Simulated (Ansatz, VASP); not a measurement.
**SrNb in VASP and in Ansatz**

```
Sr Nb
1.0
     0.00000    2.90837    2.90837
     2.90837    0.00000    2.90837
     2.90837    2.90837    0.00000
Sr Nb
1 1
Direct
  0.00000 0.00000 0.00000
  0.50000 0.50000 0.50000
```

Alike in both runs: task single point; functional PBE; k mesh 6 × 6 × 6; occupations gaussian, width 0.1 eV; no spin polarisation.

|  | VASP | Ansatz |
| --- | --- | --- |
| version | VASP 6.6.1 | Ansatz 0.2.0 |
| potentials or method | VASP PAW PBE potentials, release 64 (Sr_sv, Nb_sv), cutoff 520 eV | scalar-relativistic, plane waves, PAW |
| valence electrons in the cell | 23 | 23 |

|  | VASP | Ansatz | Ansatz less VASP |
| --- | --- | --- | --- |
| gap on the k mesh at the Fermi level (eV) | none | none | - |
| pressure (GPa) | 9.7 | 9.4 | -0.31 |

A gap of «none» marks a metal or a gap that the smearing closes. The functional is the same, so the differences come from potentials, cutoffs and numerics.
